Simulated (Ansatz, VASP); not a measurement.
## Two plane-wave programs on BiTe

```
CELL_PARAMETERS angstrom
0.00000 3.13795 3.28353
3.13795 0.00000 3.28353
3.13795 3.13795 0.00000
ATOMIC_POSITIONS crystal
Bi 0.00000 0.00000 0.00000
Te 0.50000 0.50000 0.50000
```

Change from the starting cell: strain -0.030 along x and y, +0.015 along z, atoms carried along.

Alike in both runs: task single point; functional r2SCAN; k mesh 14 × 14 × 14; occupations gaussian, width 0.15 eV; no spin polarisation.

|  | VASP | Ansatz |
| --- | --- | --- |
| version | VASP 6.6.1 | Ansatz 0.2.0 |
| potentials or method | VASP PAW PBE potentials, release 64 (Bi_d, Te), cutoff 520 eV | scalar-relativistic, plane waves, PAW |
| valence electrons in the cell | 21 | 31 |

Ansatz gave:

* gap on the k mesh at the Fermi level (eV): none
* pressure (GPa): 2.8
* traceless stress, the component that is largest in VASP (GPa): -2.87

**Question.** Estimate VASP's values.

**Answer.** gap on the k mesh at the Fermi level (eV): none; pressure (GPa): 2.8; traceless stress, the component that is largest in VASP (GPa): -2.88.

VASP's potentials were made for PBE, not for r2SCAN. A gap of «none» marks a metal or a gap that the smearing closes. With one functional, cell and mesh, what is left measures potentials, basis and numerics. VASP's potentials hold 21 valence electrons a cell and Ansatz's 31, so a difference there can come from the potentials and not from the codes.

Neither program's run includes spin-orbit coupling.
